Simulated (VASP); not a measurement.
Runs of VASP 6.6.1 on Ni. The structure is that of space group Fm-3m (No. 225), or close to it. The cells are those of the table. 

| cell | gap on the mesh (eV) | pressure (GPa) | moment (μB) |
| --- | --- | --- | --- |
| a = 2.541 Å, angles 60.0°, 1 atom | none | -10.5 | 0.64 |
| a = 2.508 Å, angles 60.0°, 1 atom | none | -4.5 | 0.62 |
| a = 2.458 Å, angles 60.0°, 1 atom | none | 7.6 | (a) |
| a = 2.492 Å, angles 60.0°, 1 atom | none | (b) | 0.61 |
| a = 2.441 Å, angles 60.0°, 1 atom | none | (c) | 0.58 |

Alike in all rows: task single point; level PBE; potentials or basis VASP PAW PBE potentials, release 64 (Ni); spin collinear, ferromagnetic start; k mesh 14 × 14 × 14; cutoff (eV) 520; smearing methfessel-paxton 0.3 eV.

Question: Fill in the values left out.

Answer: (a) 0.59; (b) -1.0; (c) 12.7.

A gap of «none» marks levels without a gap at the run's occupations.
